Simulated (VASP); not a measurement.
# Na16F (a cell with a defect) in VASP: further runs

Runs on Na16F (a cell with a defect). Level: PBE. Tasks: single point.

All numbers are computed with VASP 6.6.1; they aren't measurements. Logs are shortened: lines on timing, memory, paths and dates and some standing lists are left out, and cuts for length are marked.

### 1 The cell of the first run

The cell holds a defect, 17 atoms: a = 8.460 Å, b = 8.460 Å, c = 8.460 Å, α = 90.00°, β = 90.00°, γ = 90.00°.

### 2 Single point, PBE

INCAR

```
PREC = Accurate ; ENCUT = 520
EDIFF = 1E-7 ; ISMEAR = 0
SIGMA = 0.15 ; LREAL = Auto
LASPH = T ; NELM = 80
ALGO = Normal ; ISIF = 2
LWAVE = F ; LCHARG = T
GGA = PE ; LELF = T
LVHAR = T ; NBANDS = 74
```

KPOINTS

```
regular mesh
0
Gamma
  2 2 2
```

POSCAR

```
Na16F
1.0
    8.4600000000      0.0000000000      0.0000000000
    0.0000000000      8.4600000000      0.0000000000
    0.0000000000      0.0000000000      8.4600000000
Na F
16 1
Direct
    0.0003410956     -0.0180391135     -0.0257645132
    0.5001933575     -0.0159073936      0.0133862440
    0.0003383255      0.5192338427     -0.0259175634
    0.0002852395      0.0231731974      0.5087749108
    0.2277081811      0.2505547275      0.2411662551
    0.5001971860      0.5167690683      0.0134763282
    0.5002221769      0.0114344158      0.4935186403
    0.7727767973      0.2505175393      0.2408518644
    0.0003140631      0.4776551924      0.5081713537
    0.2392327741      0.7504046499      0.2564472177
    0.2687793981      0.2505969682      0.7755884945
    0.5002255997      0.4894534137      0.4934231089
    0.7612524448      0.7504018612      0.2563898652
    0.7318663857      0.2505975216      0.7755262008
    0.2660984655      0.7503492802      0.7357101171
    0.7343814986      0.7503480072      0.7357615671
    0.0002094109      0.2504125217      0.3745377087
```

Potentials or basis: VASP PAW PBE potentials, release 64 (Na_pv, F).

Started as:

```
cat potpaw_PBE.64/Na_pv/POTCAR potpaw_PBE.64/F/POTCAR > POTCAR
mpirun -np 1 vasp_std > vasp.out
```

OUTCAR:

```text
PREC = Accurate
   ENCUT = 520
   EDIFF = 1E-7
   ISMEAR = 0
   LREAL = Auto
   LASPH = T
   NELM = 80
   ISIF = 2
   GGA = PE

 ion  position               nearest neighbor table
   1  0.000  0.982  0.974-
   2  0.500  0.984  0.013-
   3  0.000  0.519  0.974-
   4  0.000  0.023  0.509-  17 2.23
   5  0.228  0.251  0.241-  17 2.23
   6  0.500  0.517  0.013-
   7  0.500  0.011  0.494-
   8  0.773  0.251  0.241-  17 2.23
   9  0.000  0.478  0.508-  17 2.23
  10  0.239  0.750  0.256-
  11  0.269  0.251  0.776-
  12  0.500  0.489  0.493-
  13  0.761  0.750  0.256-
  14  0.732  0.251  0.776-
  15  0.266  0.750  0.736-
  16  0.734  0.750  0.736-
  17  0.000  0.250  0.375-   9 2.23   5 2.23   8 2.23   4 2.23

  LATTYP: Found a simple cubic cell.
 ALAT       =     8.4600000000

  Lattice vectors:

 A1 = (   8.4600000000,   0.0000000000,   0.0000000000)
 A2 = (   0.0000000000,   8.4600000000,   0.0000000000)
 A3 = (   0.0000000000,   0.0000000000,   8.4600000000)

Analysis of symmetry for initial positions (statically):
=====================================================================
 Subroutine PRICEL returns:
 Original cell was already a primitive cell.

 Routine SETGRP: Setting up the symmetry group for a
 simple cubic supercell.

 Subroutine GETGRP returns: Found  1 space group operations
 (whereof  1 operations were pure point group operations)
 out of a pool of 48 trial point group operations.

The static configuration has the point symmetry C_1 .

Analysis of symmetry for dynamics (positions and initial velocities):
=====================================================================
 Subroutine PRICEL returns:
 Original cell was already a primitive cell.

 Routine SETGRP: Setting up the symmetry group for a
 simple cubic supercell.

 Subroutine GETGRP returns: Found  1 space group operations
 (whereof  1 operations were pure point group operations)
 out of a pool of 48 trial point group operations.

The dynamic configuration has the point symmetry C_1 .

 Subroutine INISYM returns: Found  1 space group operations
 (whereof  1 operations are pure point group operations),
 and found     1 'primitive' translations

----------------------------------------------------------------------------------------

                                     Primitive cell

  volume of cell :     605.4957

  direct lattice vectors                    reciprocal lattice vectors
     8.460000000  0.000000000  0.000000000     0.118203310  0.000000000  0.000000000
     0.000000000  8.460000000  0.000000000     0.000000000  0.118203310  0.000000000
     0.000000000  0.000000000  8.460000000     0.000000000  0.000000000  0.118203310

  length of vectors
     8.460000000  8.460000000  8.460000000     0.118203310  0.118203310  0.118203310

  position of ions in fractional coordinates (direct lattice)
     0.000341096  0.981960886  0.974235487
     0.500193358  0.984092606  0.013386244
     0.000338326  0.519233843  0.974082437
     0.000285240  0.023173197  0.508774911
     0.227708181  0.250554728  0.241166255
     0.500197186  0.516769068  0.013476328
[... 9 lines left out ...]
     0.734381499  0.750348007  0.735761567
     0.000209411  0.250412522  0.374537709

  ion indices of the primitive-cell ions
   primitive index   ion index
                 1           1
                 2           2
                 3           3
                 4           4
                 5           5
                 6           6
[... 9 lines left out ...]
                16          16
                17          17

----------------------------------------------------------------------------------------

 KPOINTS: regular mesh

Automatic generation of k-mesh.
 Grid dimensions read from file:
 generate k-points for:    2    2    2

 Generating k-lattice:

  Cartesian coordinates                     Fractional coordinates (reciprocal lattice)
     0.059101655  0.000000000  0.000000000     0.500000000  0.000000000  0.000000000
     0.000000000  0.059101655  0.000000000     0.000000000  0.500000000  0.000000000
     0.000000000  0.000000000  0.059101655     0.000000000  0.000000000  0.500000000

  Length of vectors
     0.059101655  0.059101655  0.059101655

  Shift w.r.t. Gamma in fractional coordinates (k-lattice)
     0.000000000  0.000000000  0.000000000

 Subroutine IBZKPT returns following result:
 ===========================================

 Found      8 irreducible k-points:

 Following reciprocal coordinates:
            Coordinates               Weight
  0.000000  0.000000  0.000000      1.000000
  0.500000  0.000000  0.000000      1.000000
  0.000000  0.500000  0.000000      1.000000
  0.000000  0.000000  0.500000      1.000000
  0.500000  0.500000  0.000000      1.000000
  0.000000  0.500000  0.500000      1.000000
  0.500000  0.000000  0.500000      1.000000
  0.500000  0.500000  0.500000      1.000000
   k-points           NKPTS =      8   k-points in BZ     NKDIM =      8   number of bands    NBANDS=     74
   number of dos      NEDOS =    301   number of ions     NIONS =     17
   total plane-waves  NPLWV = 262144
   dimension x,y,z NGX =    64 NGY =   64 NGZ =   64
   dimension x,y,z NGXF=   128 NGYF=  128 NGZF=  128
   ions per type =              16   1
   NGX,Y,Z   is equivalent  to a cutoff of  12.58, 12.58, 12.58 a.u.
   NGXF,Y,Z  is equivalent  to a cutoff of  25.15, 25.15, 25.15 a.u.
 SYSTEM =  unknown system
   PREC   = accura    normal or accurate (medium, high low for compatibility)
   ISTART =      0    job   : 0-new  1-cont  2-samecut
   ICHARG =      2    charge: 1-file 2-atom 10-const
   ISPIN  =      1    spin polarized calculation?
   LNONCOLLINEAR =      F non collinear calculations
   LSORBIT =      F    spin-orbit coupling
   LASPH  =      T    aspherical Exc in radial PAW
   ENCUT  =  520.0 eV  38.22 Ry    6.18 a.u.  15.73 15.73 15.73*2*pi/ulx,y,z
   NELM   =     80;   NELMIN=  2; NELMDL= -5     # of ELM steps
   EDIFF  = 0.1E-06   stopping-criterion for ELM
   LREAL  =      T    real-space projection
   EDIFFG = 0.1E-05   stopping-criterion for IOM
   NSW    =      0    number of steps for IOM
   IBRION =     -1    ionic relax: 0-MD 1-quasi-New 2-CG
   NFREE  =      0    steps in history (QN), initial steepest desc. (CG)
   ISIF   =      2    stress and relaxation
   ISYM   =      2    0-nonsym 1-usesym 2-fastsym
   POTIM  = 0.5000    time-step for ionic-motion
   TEBEG  =    0.0;   TEEND  =   0.0 temperature during run
   PSTRESS=    0.0 pullay stress
   NELECT =     119.0000    total number of electrons
   NUPDOWN=      -1.0000    fix difference up-down
   EMIN   =  10.00;   EMAX   =-10.00  energy-range for DOS
   EFERMI =   0.00;   METHOD = LEGACY
   ISMEAR =     0;   SIGMA  =   0.15  broadening in eV -4-tet -1-fermi 0-gaus
   EFERMI_NEDOS =   21; number of points for ismear=-14 and -15
   IALGO  =     38    algorithm
   IMIX   =      4    mixing-type and parameters
     AMIX     =   0.40;   BMIX     =  1.00
     AMIX_MAG =   1.60;   BMIX_MAG =  1.00
  volume/ion in A,a.u.               =      35.62       240.36
  Fermi-wavevector in a.u.,A,eV,Ry     =   0.951817  1.798673 12.326274  0.905956
  Thomas-Fermi vector in A             =   2.080322
   LORBIT       =      0    0 simple, 1 ext, 2 COOP (PROOUT), +10 PAW based schemes
   GGA     = PE    functional components
   LHFCALC =     F    Hartree Fock is set to
   AEXX    =    0.0000 exact exchange contribution
   IVDW    =     0    specifies the selected vdW correction
   LEPSILON=     F    determine dielectric tensor
   LRPA    =     F    only Hartree local field effects (RPA)
 non-spin polarized calculation
 Gauss-broadening in eV      SIGMA  =   0.15
  energy-cutoff  :      520.00
  volume of cell :      605.50
 maximum number of plane-waves:     16384
 NGX is ok and might be reduce to    64
   NGX = 31   NGY = 31   NGZ = 31

 number of electron     118.9999983 magnetization

 Free energy of the ion-electron system (eV)
  ---------------------------------------------------
  ext. energy  EPLUGINS =         0.00000000
  ---------------------------------------------------
  free energy    TOTEN  =       -27.32048298 eV

  energy without entropy =      -27.13839965  energy(sigma->0) =      -27.22944131

 E-fermi :   0.2354     XC(G=0):  -6.5001

 val. band max:       -0.0424280426   @ k =   0.0000   0.5000   0.0000
 cond. band min:       0.2584631083   @ k =   0.0000   0.5000   0.5000
 fundamental gap:      0.3008911509
 Fermi energy:         0.2353815338

 k-point     1 :       0.0000    0.0000    0.0000
  band No.  band energies     occupation
      1     -24.6917      2.00000
      2     -24.6372      2.00000
      3     -24.6368      2.00000
      4     -24.6326      2.00000
      5     -24.6325      2.00000
      6     -24.6289      2.00000
[... 63 lines left out ...]
     70       1.7661      0.00000
     71       2.1425      0.00000

 k-point     2 :       0.5000    0.0000    0.0000
  band No.  band energies     occupation
      1     -24.6914      2.00000
      2     -24.6369      2.00000
      3     -24.6357      2.00000
      4     -24.6329      2.00000
      5     -24.6325      2.00000
      6     -24.6276      2.00000
[... 63 lines left out ...]
     70       2.0662      0.00000
     71       2.1723      0.00000

 k-point     3 :       0.0000    0.5000    0.0000
  band No.  band energies     occupation
      1     -24.6914      2.00000
      2     -24.6369      2.00000
      3     -24.6358      2.00000
      4     -24.6330      2.00000
      5     -24.6325      2.00000
      6     -24.6275      2.00000
[... 359 lines left out ...]
     70       2.6304      0.00000
     71       2.7378      0.00000

 k-point     8 :       0.5000    0.5000    0.5000
  band No.  band energies     occupation
      1     -24.6908      2.00000
      2     -24.6358      2.00000
      3     -24.6357      2.00000
      4     -24.6339      2.00000
      5     -24.6322      2.00000
      6     -24.6259      2.00000
[... 63 lines left out ...]
     70       2.5784      0.00000
     71       2.5787      0.00000
 [bands above 71 left out]

------------------------ aborting loop because EDIFF is reached ----------------------------------------

  FORCE on cell =-STRESS in cart. coord.  units (eV):
  Direction    XX          YY          ZZ          XY          YZ          ZX
  --------------------------------------------------------------------------------------
  -------------------------------------------------------------------------------------
  Total       -0.1760377     -0.1683915     -0.0057445     -0.0007697      0.0082957     -0.0019390
  in kB       -0.4658061     -0.4455738     -0.0152003     -0.0020368      0.0219509     -0.0051308
  external PRESSURE =      -0.3088601 kB  Pullay stress =       0.0000000 kB

 VOLUME and BASIS-vectors are now :
 -----------------------------------------------------------------------------
  energy-cutoff  :      520.00
  volume of cell :      605.50
      direct lattice vectors                 reciprocal lattice vectors
     8.460000000  0.000000000  0.000000000     0.118203310  0.000000000  0.000000000
     0.000000000  8.460000000  0.000000000     0.000000000  0.118203310  0.000000000
     0.000000000  0.000000000  8.460000000     0.000000000  0.000000000  0.118203310

 POSITION                                       TOTAL-FORCE (eV/Angst)
 -----------------------------------------------------------------------------------
      0.00289      8.30739      8.24203        -0.000037      0.000279      0.000350
      4.23164      8.32542      0.11325         0.000218      0.003937      0.004290
      0.00286      4.39272      8.24074        -0.000201     -0.001520      0.001326
      0.00241      0.19605      4.30424        -0.000207      0.000342     -0.003374
      1.92641      2.11969      2.04027         0.003442     -0.000723     -0.001258
      4.23167      4.37187      0.11401         0.000145     -0.003171      0.004250
[... 9 lines left out ...]
      6.21287      6.34794      6.22454         0.003178      0.000355     -0.004295
      0.00177      2.11849      3.16859        -0.002127     -0.005563      0.002604
 -----------------------------------------------------------------------------------
    total drift:                               -0.000424     -0.000908      0.000766

  FREE ENERGIE OF THE ION-ELECTRON SYSTEM (eV)
  ---------------------------------------------------
  free  energy   TOTEN  =       -27.3204829752 eV

  energy  without entropy=      -27.1383996544  energy(sigma->0) =      -27.22944131
```

Run time: 3.4 min. Hardware: 1 thread of Intel Xeon 6975P-C (Granite Rapids), shared host; peak memory 0.65 GiB.

Results:

| Quantity | Value |
| --- | --- |
| Free energy | -27.3205 eV |
| Pressure | 0.0 GPa |
| Largest force | 0.007 eV/Å |
| Band gap on the k mesh | zero (an odd number of electrons rules out a gap without spin polarisation) |

Forces on the atoms (eV/Å):
```
Na   0.000  0.000  0.000
Na   0.000  0.004  0.004
Na   0.000 -0.002  0.001
Na   0.000  0.000 -0.003
Na   0.003 -0.001 -0.001
Na   0.000 -0.003  0.004
Na   0.000 -0.001  0.002
Na  -0.001 -0.001  0.001
Na   0.000  0.005  0.002
Na   0.002  0.001 -0.002
Na  -0.001  0.000 -0.001
Na   0.000  0.001  0.002
Na  -0.002  0.001 -0.002
Na   0.000  0.000 -0.001
Na  -0.003  0.000 -0.004
Na   0.003  0.000 -0.004
F   -0.002 -0.006  0.003
```

Caveat: the k points lie up to 0.37 Å⁻¹ apart, too coarse for converged energies and pressures of a metal.

### 3 Single point, PBE

INCAR

```
SYSTEM = Na16F
ALGO = Normal
EDIFF = 1E-6
ENCUT = 520
GGA = PE
ISIF = 2
ISMEAR = 0
LASPH = .True.
LCHARG = .True.
LELF = .True.
LREAL = Auto
LVHAR = .True.
LWAVE = .False.
NBANDS = 74
NELM = 100
PREC = Accurate
SIGMA = 0.15
```

KPOINTS

```
k-points
0
Gamma
  2 2 2
  0 0 0
```

POSCAR

```
Na16F
1.0
    8.4600000000      0.0000000000      0.0000000000
    0.0000000000      8.4600000000      0.0000000000
    0.0000000000      0.0000000000      8.4600000000
Na F
16 1
Direct
   -0.0000113276     -0.0098402505      0.0232500248
    0.4999896183      0.0067272181      0.0119216514
   -0.0000151964      0.5262464287     -0.0187936581
   -0.0000109005     -0.0099737496      0.4765621457
    0.2267550132      0.2593061535      0.2498972958
    0.4999941786      0.4849475354     -0.0168442284
    0.4999895783      0.0067151170      0.4878901867
    0.7732255638      0.2592897692      0.2498970278
   -0.0000151942      0.5262259319      0.5185637731
    0.2691223639      0.7230963619      0.2498639462
    0.2380349715      0.2429194908      0.7499135212
    0.4999941325      0.4849612984      0.5166780020
    0.7308508862      0.7230939124      0.2498639785
    0.7619427971      0.2429183967      0.7499135521
    0.2671269797      0.7639318753      0.7499420361
    0.7328545585      0.7639341876      0.7499420605
   -0.0000130128      0.1248595134      0.2499137446
```

Potentials or basis: VASP PAW PBE potentials, release 64 (Na_pv, F).

Started as:

```
cat potpaw_PBE.64/Na_pv/POTCAR potpaw_PBE.64/F/POTCAR > POTCAR
mpirun -np 1 vasp_std > vasp.out
```

OUTCAR:

```text
SYSTEM = Na16F
   EDIFF = 1E-6
   ENCUT = 520
   GGA = PE
   ISIF = 2
   ISMEAR = 0
   LASPH = .True.
   LREAL = Auto
   NELM = 100
   PREC = Accurate

 ion  position               nearest neighbor table
   1  1.000  0.990  0.023-  17 2.23
   2  0.500  0.007  0.012-
   3  1.000  0.526  0.981-
   4  1.000  0.990  0.477-  17 2.23
   5  0.227  0.259  0.250-  17 2.23
   6  0.500  0.485  0.983-
   7  0.500  0.007  0.488-
   8  0.773  0.259  0.250-  17 2.23
   9  1.000  0.526  0.519-
  10  0.269  0.723  0.250-
  11  0.238  0.243  0.750-
  12  0.500  0.485  0.517-
  13  0.731  0.723  0.250-
  14  0.762  0.243  0.750-
  15  0.267  0.764  0.750-
  16  0.733  0.764  0.750-
  17  1.000  0.125  0.250-   8 2.23   5 2.23   1 2.23   4 2.23

  LATTYP: Found a simple cubic cell.
 ALAT       =     8.4600000000

  Lattice vectors:

[... 189 lines left out ...]

  energy without entropy =      -27.13817852  energy(sigma->0) =      -27.22918962

 E-fermi :   0.2355     XC(G=0):  -6.4999

 val. band max:       -0.0430586169   @ k =   0.5000   0.0000   0.0000
 cond. band min:       0.2576396674   @ k =   0.5000   0.5000   0.0000
 fundamental gap:      0.3006982843
 Fermi energy:         0.2355018676

 k-point     1 :       0.0000    0.0000    0.0000
  band No.  band energies     occupation
      1     -24.6921      2.00000
      2     -24.6358      2.00000
      3     -24.6345      2.00000
      4     -24.6314      2.00000
      5     -24.6298      2.00000
      6     -24.6272      2.00000
[... 581 lines left out ...]
     70       2.5773      0.00000
     71       2.5787      0.00000
 [bands above 71 left out]

------------------------ aborting loop because EDIFF is reached ----------------------------------------

  FORCE on cell =-STRESS in cart. coord.  units (eV):
  Direction    XX          YY          ZZ          XY          YZ          ZX
  --------------------------------------------------------------------------------------
  -------------------------------------------------------------------------------------
  Total       -0.1516877      0.0129244     -0.1599954     -0.0002481      0.0013167     -0.0000073
  in kB       -0.4013746      0.0341988     -0.4233572     -0.0006566      0.0034841     -0.0000194
  external PRESSURE =      -0.2635110 kB  Pullay stress =       0.0000000 kB

 VOLUME and BASIS-vectors are now :
 -----------------------------------------------------------------------------
  energy-cutoff  :      520.00
  volume of cell :      605.50
      direct lattice vectors                 reciprocal lattice vectors
     8.460000000  0.000000000  0.000000000     0.118203310  0.000000000  0.000000000
     0.000000000  8.460000000  0.000000000     0.000000000  0.118203310  0.000000000
     0.000000000  0.000000000  8.460000000     0.000000000  0.000000000  0.118203310

 POSITION                                       TOTAL-FORCE (eV/Angst)
 -----------------------------------------------------------------------------------
      8.45990      8.37675      0.19670         0.000021      0.001074     -0.004136
      4.22991      0.05691      0.10086        -0.000007     -0.001569     -0.004024
      8.45987      4.45204      8.30101         0.000030     -0.001636     -0.001151
      8.45991      8.37562      4.03172         0.000016      0.002255      0.003445
      1.91835      2.19373      2.11413         0.003980     -0.001344      0.000154
      4.22995      4.10266      8.31750        -0.000003     -0.003145      0.005423
[... 9 lines left out ...]
      6.19995      6.46288      6.34451         0.005909      0.003794     -0.000042
      8.45989      1.05631      2.11427         0.000060     -0.003308     -0.000178
 -----------------------------------------------------------------------------------
    total drift:                               -0.000130     -0.001455     -0.000928

  FREE ENERGIE OF THE ION-ELECTRON SYSTEM (eV)
  ---------------------------------------------------
  free  energy   TOTEN  =       -27.3202007279 eV

  energy  without entropy=      -27.1381785210  energy(sigma->0) =      -27.22918962
```

Wall time 3.5 min (1 thread of Intel Xeon 6975P-C (Granite Rapids), shared host); peak memory 0.65 GiB.

Results:

```
Free energy            : -27.3202 eV
Pressure               : 0.0 GPa
Largest force          : 0.007 eV/Å
Band gap on the k mesh : zero (an odd number of electrons rules out a gap without spin polarisation)
```

Forces in eV/Å, atoms in the order of the input:
```
Na   0.000  0.001 -0.004
Na   0.000 -0.002 -0.004
Na   0.000 -0.002 -0.001
Na   0.000  0.002  0.003
Na   0.004 -0.001  0.000
Na   0.000 -0.003  0.005
Na   0.000 -0.002  0.004
Na  -0.004 -0.001  0.000
Na   0.000 -0.001  0.001
Na   0.000  0.003  0.000
Na   0.003  0.001  0.000
Na   0.000 -0.003 -0.006
Na   0.000  0.003  0.000
Na  -0.003  0.001  0.000
Na  -0.006  0.004  0.000
Na   0.006  0.004  0.000
F    0.000 -0.003  0.000
```

Caveat: the k points lie up to 0.37 Å⁻¹ apart, too coarse for converged energies and pressures of a metal.

The gap in the log of VASP goes by the Fermi energy; the results here count the filled bands.